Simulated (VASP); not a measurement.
Set up this calculation in VASP 6.6.1, as the native input.

| Property | Result |
| --- | --- |
| Task | single point |
| Functional | HSE06 |
| Potentials or basis | VASP PAW PBE potentials, release 64 (Zn, S) |
| Cutoff | 520 eV |
| k mesh | 4 × 4 × 4 |
| Occupations | gaussian, width 0.02 eV |
| Spin | no spin polarisation |
| Dipole correction | no |
| Grid for exact exchange (PRECFOCK) | Normal |
| Further INCAR settings | ALGO = Normal; EDIFF = 1e-07; NBANDS = 16 |
| Screening parameter | 0.2079 1/Å |

Crystal: ZnS.

```
Zn S
1.0
     0.00000    2.76904    2.76904
     2.76904    0.00000    2.76904
     2.76904    2.76904    0.00000
Zn S
1 1
Direct
  0.25000 0.25000 0.25000
  0.00000 0.00000 0.00000
```

This cell differs from its parent crystal: volume scaled by 1.06.

The input as run:

POSCAR

```
ZnS
1.0
    0.0000000000      2.7690427339      2.7690427339
    2.7690427339      0.0000000000      2.7690427339
    2.7690427339      2.7690427339      0.0000000000
Zn S
1 1
Direct
    0.2500000000      0.2500000000      0.2500000000
    0.0000000000      0.0000000000      0.0000000000
```

INCAR.step1

```
SYSTEM = ZnS
ALGO = Normal
EDIFF = 1E-5
ENCUT = 520
GGA = PE
ISIF = 2
ISMEAR = 0
LASPH = .True.
LCHARG = .False.
LREAL = .False.
LWAVE = .True.
NBANDS = 16
NELM = 60
PREC = Accurate
SIGMA = 0.02
```

INCAR.step2

```
SYSTEM = ZnS
ALGO = Normal
EDIFF = 1E-7
ENCUT = 520
GGA = PE
HFSCREEN = 0.2079
ISIF = 2
ISMEAR = 0
ISTART = 1
LASPH = .True.
LCHARG = .False.
LHFCALC = .True.
LREAL = .False.
LWAVE = .False.
NBANDS = 16
NELM = 60
PREC = Accurate
PRECFOCK = Normal
SIGMA = 0.02
```

KPOINTS

```
k-points
0
Gamma
  4 4 4
  0 0 0
```

Potentials or basis: VASP PAW PBE potentials, release 64 (Zn, S).

Launch:

```bash
$ cat potpaw_PBE.64/Zn/POTCAR potpaw_PBE.64/S/POTCAR > POTCAR
$ cp INCAR.step1 INCAR
$ mpirun -np 1 vasp_std > vasp.out
$ cp INCAR.step2 INCAR
$ mpirun -np 1 vasp_std > vasp.out
```

Results of the run:

* Pressure: -3.8 GPa
* Band gap on the k mesh: 2.99 eV, direct

Caveat: the k points lie up to 0.49 Å⁻¹ apart; the PAW data sets were made with another functional, which shifts forces and pressure a little.

Run time: 9.7 min on 1 thread of AMD EPYC 7R13 Processor (Zen 3) (shared host), peak memory 0.24 GiB.
